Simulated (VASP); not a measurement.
# TaN (Fm-3m) in VASP: further runs

The runs below take TaN through single point, with LDA.

Program: VASP 6.6.1. These are calculated values, not measurements. Logs are shortened: lines on timing, memory, paths and dates and some standing lists are left out, and cuts for length are marked.

**1. The cell of the first run**

It takes space group Fm-3m (No. 225, cubic). Conventional cell: a = 4.350 Å, b = 4.350 Å, c = 4.350 Å, α = 90.00°, β = 90.00°, γ = 90.00°. Within 2.9 Å of Ta (site symmetry m-3m) lie 6 N at 2.17 Å. Within 2.9 Å of N (site symmetry m-3m) lie 6 Ta at 2.17 Å.

**2. Single point, LDA**

File INCAR:

```
SYSTEM = TaN
ALGO = Normal
EDIFF = 1E-6
ENCUT = 600
GGA_COMPAT = .False.
ISIF = 2
ISMEAR = 0
LASPH = .True.
LCHARG = .False.
LREAL = .False.
LWAVE = .False.
NBANDS = 15
NELM = 120
PREC = Accurate
SIGMA = 0.1
```

File KPOINTS:

```
k-points
0
Gamma
  8 8 8
  0 0 0
```

File POSCAR:

```
TaN
1.0
    0.0000000000      2.1747615134      2.1747615134
    2.1747615134      0.0000000000      2.1747615134
    2.1747615134      2.1747615134      0.0000000000
Ta N
1 1
Direct
    0.0000000000      0.0000000000      0.0000000000
    0.5000000000      0.5000000000      0.5000000000
```

Potentials or basis: VASP PAW LDA potentials, release 64 (Ta_pv, N).

Launch:

```sh
cat potpaw_LDA.64/Ta_pv/POTCAR potpaw_LDA.64/N/POTCAR > POTCAR
mpirun -np 1 vasp_std > vasp.out
```

OUTCAR:

```text
SYSTEM = TaN
   EDIFF = 1E-6
   ENCUT = 600
   ISIF = 2
   ISMEAR = 0
   LASPH = .True.
   LREAL = .False.
   NELM = 120
   PREC = Accurate

 ion  position               nearest neighbor table
   1  0.000  0.000  0.000-   2 2.17   2 2.17   2 2.17   2 2.17   2 2.17   2 2.17
   2  0.500  0.500  0.500-   1 2.17   1 2.17   1 2.17   1 2.17   1 2.17   1 2.17

  LATTYP: Found a face centered cubic cell.
 ALAT       =     4.3495230268

  Lattice vectors:

 A1 = (   0.0000000000,   2.1747615134,   2.1747615134)
 A2 = (   2.1747615134,   0.0000000000,   2.1747615134)
 A3 = (   2.1747615134,   2.1747615134,   0.0000000000)

Analysis of symmetry for initial positions (statically):
=====================================================================
 Subroutine PRICEL returns:
 Original cell was already a primitive cell.

 Routine SETGRP: Setting up the symmetry group for a
 face centered cubic supercell.

 Subroutine GETGRP returns: Found 48 space group operations
 (whereof 48 operations were pure point group operations)
 out of a pool of 48 trial point group operations.

The static configuration has the point symmetry O_h .

Analysis of symmetry for dynamics (positions and initial velocities):
=====================================================================
 Subroutine PRICEL returns:
 Original cell was already a primitive cell.

 Routine SETGRP: Setting up the symmetry group for a
 face centered cubic supercell.

 Subroutine GETGRP returns: Found 48 space group operations
 (whereof 48 operations were pure point group operations)
 out of a pool of 48 trial point group operations.

The dynamic configuration has the point symmetry O_h .

 Subroutine INISYM returns: Found 48 space group operations
 (whereof 48 operations are pure point group operations),
 and found     1 'primitive' translations

----------------------------------------------------------------------------------------

                                     Primitive cell

  volume of cell :      20.5715

  direct lattice vectors                    reciprocal lattice vectors
     0.000000000  2.174761513  2.174761513    -0.229910267  0.229910267  0.229910267
     2.174761513  0.000000000  2.174761513     0.229910267 -0.229910267  0.229910267
     2.174761513  2.174761513  0.000000000     0.229910267  0.229910267 -0.229910267

  length of vectors
     3.075577227  3.075577227  3.075577227     0.398216263  0.398216263  0.398216263

  position of ions in fractional coordinates (direct lattice)
     0.000000000  0.000000000  0.000000000
     0.500000000  0.500000000  0.500000000

[... 89 lines left out ...]
   EMIN   =  10.00;   EMAX   =-10.00  energy-range for DOS
   EFERMI =   0.00;   METHOD = LEGACY
   ISMEAR =     0;   SIGMA  =   0.10  broadening in eV -4-tet -1-fermi 0-gaus
   EFERMI_NEDOS =   21; number of points for ismear=-14 and -15
   IALGO  =     38    algorithm
   IMIX   =      4    mixing-type and parameters
     AMIX     =   0.40;   BMIX     =  1.00
     AMIX_MAG =   1.60;   BMIX_MAG =  1.00
  volume/ion in A,a.u.               =      10.29        69.41
  Fermi-wavevector in a.u.,A,eV,Ry     =   1.505543  2.845064 30.839781  2.266660
  Thomas-Fermi vector in A             =   2.616378
   LORBIT       =      0    0 simple, 1 ext, 2 COOP (PROOUT), +10 PAW based schemes
   GGA     = CA    functional components
   LHFCALC =     F    Hartree Fock is set to
   AEXX    =    0.0000 exact exchange contribution
   IVDW    =     0    specifies the selected vdW correction
   LEPSILON=     F    determine dielectric tensor
   LRPA    =     F    only Hartree local field effects (RPA)
 non-spin polarized calculation
 Gauss-broadening in eV      SIGMA  =   0.10
  energy-cutoff  :      600.00
  volume of cell :       20.57
 maximum number of plane-waves:       701
 NGX is ok and might be reduce to    28
   NGX = 13   NGY = 13   NGZ = 13

 number of electron      16.0000001 magnetization

 Free energy of the ion-electron system (eV)
  ---------------------------------------------------
  ext. energy  EPLUGINS =         0.00000000
  ---------------------------------------------------
  free energy    TOTEN  =       -24.12565097 eV

  energy without entropy =      -24.12256951  energy(sigma->0) =      -24.12411024

 E-fermi :   9.8324     XC(G=0): -13.8406

 val. band max:        9.7918591479   @ k =   0.0000   0.0000   0.0000
 cond. band min:      10.0082072007   @ k =  -0.3750   0.2500   0.1250
 fundamental gap:      0.2163480528
 Fermi energy:         9.8324148078

 k-point     1 :       0.0000    0.0000    0.0000
  band No.  band energies     occupation
      1     -25.7066      2.00000
      2     -25.7066      2.00000
      3     -25.7066      2.00000
      4      -9.0939      2.00000
      5       5.9252      2.00000
      6       5.9252      2.00000
      7       5.9252      2.00000
      8       7.5587      2.00000
      9       7.5587      2.00000
     10       7.5587      2.00000
     11       9.7919      1.43373
     12       9.7919      1.43372
     13      11.8074      0.00000
     14      19.2779      0.00000
[... 401 lines left out ...]
      2     -26.0520      2.00000
      3     -25.8855      2.00000
      4      -6.4662      2.00000
      5       0.4477      2.00000
      6       2.5706      2.00000
      7       2.5861      2.00000
      8      10.0082      0.01292
      9      10.4746      0.00000
     10      12.5230      0.00000
     11      15.2710      0.00000
     12      16.4107      0.00000
     13      18.5182      0.00000
     14      20.4199      0.00000
     15      21.2995      0.00000

 [... further k-points ...]

------------------------ aborting loop because EDIFF is reached ----------------------------------------

  FORCE on cell =-STRESS in cart. coord.  units (eV):
  Direction    XX          YY          ZZ          XY          YZ          ZX
  --------------------------------------------------------------------------------------
  -------------------------------------------------------------------------------------
  Total        0.2427826      0.2427826      0.2427826      0.0000000     -0.0000000     -0.0000000
  in kB       18.9087695     18.9087695     18.9087695      0.0000000     -0.0000000     -0.0000000
  external PRESSURE =      18.9087695 kB  Pullay stress =       0.0000000 kB

 VOLUME and BASIS-vectors are now :
 -----------------------------------------------------------------------------
  energy-cutoff  :      600.00
  volume of cell :       20.57
      direct lattice vectors                 reciprocal lattice vectors
     0.000000000  2.174761513  2.174761513    -0.229910267  0.229910267  0.229910267
     2.174761513  0.000000000  2.174761513     0.229910267 -0.229910267  0.229910267
     2.174761513  2.174761513  0.000000000     0.229910267  0.229910267 -0.229910267

 POSITION                                       TOTAL-FORCE (eV/Angst)
 -----------------------------------------------------------------------------------
      0.00000      0.00000      0.00000         0.000000     -0.000000     -0.000000
      2.17476      2.17476      2.17476        -0.000000      0.000000      0.000000
 -----------------------------------------------------------------------------------
    total drift:                                0.000000      0.000000      0.000000

  FREE ENERGIE OF THE ION-ELECTRON SYSTEM (eV)
  ---------------------------------------------------
  free  energy   TOTEN  =       -24.1256509718 eV

  energy  without entropy=      -24.1225695071  energy(sigma->0) =      -24.12411024
```

It took 24 s on 1 thread of Intel Xeon 8259CL, shared host; peak memory 0.15 GiB.

What came out:

```
Free energy            : -24.1257 eV
Pressure               : 1.9 GPa
Band gap on the k mesh : zero (bands 8 and 9 overlap by 4.21 eV)
```

Caveat: spin-orbit coupling is left out, which moves the levels of the heavy elements.

**3. Single point, LDA**

This run uses another cell than the first one, of 10.58 Å³/atom.

File INCAR:

```
PREC     = Accurate       # precision mode
ENCUT    = 600            # plane-wave cutoff, eV
EDIFF    = 1E-6           # SCF threshold, eV
ISMEAR   = 0              # smearing method
SIGMA    = 0.1            # smearing width, eV
LREAL    = F              # projectors in reciprocal space
LASPH    = T              # aspherical terms in the spheres
NELM     = 120            # most SCF steps
ALGO     = Normal         # electronic algorithm
ISIF     = 2              # what is computed and relaxed
LWAVE    = F              # write WAVECAR
LCHARG   = F              # write CHGCAR
GGA      = CA             # functional
NBANDS   = 15             # bands
GGA_COMPAT= F
```

File KPOINTS:

```
regular mesh
0
Gamma
  8 8 8
```

File POSCAR:

```
TaN
1.0
    0.0000000000      2.1950000000      2.1950000000
    2.1950000000      0.0000000000      2.1950000000
    2.1950000000      2.1950000000      0.0000000000
Ta N
1 1
Direct
    0.0000000000      0.0000000000      0.0000000000
    0.5000000000      0.5000000000      0.5000000000
```

Potentials or basis: VASP PAW LDA potentials, release 64 (Ta_pv, N).

Launch:

```sh
cat potpaw_LDA.64/Ta_pv/POTCAR potpaw_LDA.64/N/POTCAR > POTCAR
mpirun -np 1 vasp_std > vasp.out
```

It took 25 s on 1 thread of Intel Xeon 8259CL, shared host; peak memory 0.15 GiB.

It converged, with:

```
Free energy            : -24.1146 eV
Pressure               : -8.1 GPa
Band gap on the k mesh : zero (bands 8 and 9 overlap by 4.04 eV)
```

Levels at points of the mesh, in eV from the Fermi level:
```csv
k point,band 4,band 5,band 6,band 7,band 8,band 9,band 10,band 11,band 12,band 13
"(0.00, 0.00, 0.00)",-18.70,-3.83,-3.83,-3.83,-2.19,-2.19,-2.19,-0.05,-0.05,1.73
"(0.50, 0.00, 0.00)",-15.55,-10.42,-7.65,-7.65,1.85,1.85,1.97,3.92,7.51,7.51
"(0.50, 0.50, 0.00)",-17.42,-6.60,-5.55,-4.63,-4.63,2.02,3.51,3.51,4.63,6.79
```

Caveat: the cell stands under tension; spin-orbit coupling is left out, which moves the levels of the heavy elements.
